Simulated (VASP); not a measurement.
Set up this calculation in VASP 6.6.1, as the native input.

```
Task                   : single point
Functional             : PBEsol
Potentials or basis    : VASP PAW PBE potentials, release 64 (W_sv, O)
Cutoff                 : 520 eV
k mesh                 : 8 × 8 × 8
Occupations            : gaussian, width 0.15 eV
Spin                   : no spin polarisation
Dipole correction      : no
Further INCAR settings : ALGO = Normal; EDIFF = 1e-07; NBANDS = 58
```

The structure of W3O lies in POSCAR:

```
W3O
1.0
    4.8313496810      0.0000000000      0.0000000000
    0.0000000000      4.8313496810      0.0000000000
    0.0000000000      0.0000000000      4.8313496810
W O
6 2
Direct
    0.5000000000      0.7293018501      0.0000000000
    0.0000000000      0.4793018501      0.7500000000
    0.2500000000     -0.0206981499      0.5000000000
    0.5000000000      0.2293018501      0.0000000000
    0.0000000000      0.4793018501      0.2500000000
    0.7500000000     -0.0206981499      0.5000000000
    0.5000000000      0.5000000000      0.5000000000
    0.0000000000      0.0000000000      0.0000000000
```

This cell differs from its parent crystal: all W atoms moved -0.100 Å, as atom 1 along Cartesian [0 1 0].

These files were run (other wordings do the same):

INCAR

```
SYSTEM = W3O
ALGO = Normal
EDIFF = 1E-7
ENCUT = 520
GGA = PS
ISIF = 2
ISMEAR = 0
LASPH = .True.
LCHARG = .False.
LREAL = .False.
LWAVE = .False.
NBANDS = 58
NELM = 100
PREC = Accurate
SIGMA = 0.15
```

KPOINTS

```
k-points
0
Gamma
  8 8 8
  0 0 0
```

Potentials or basis: VASP PAW PBE potentials, release 64 (W_sv, O).

Launch:

```console
$ cat potpaw_PBE.64/W_sv/POTCAR potpaw_PBE.64/O/POTCAR > POTCAR
$ mpirun -np 1 vasp_std > vasp.out
```

It gave:

```
Pressure               : 1.1 GPa
Largest force          : 0.432 eV/Å
Band gap on the k mesh : zero (band 48 reaches 10.54 eV, above the bottom of band 49 at 9.62 eV)
```

Caveat: the cell differs from its parent crystal (all W atoms moved -0.100 Å, as atom 1 along Cartesian [0 1 0]); the PAW data sets were made with another functional, which shifts forces and pressure a little; spin-orbit coupling is left out, which moves the levels of the heavy elements.

It took 5.3 min on 1 thread of AMD EPYC 9R14 (Zen 4) (shared host), peak memory 0.42 GiB.
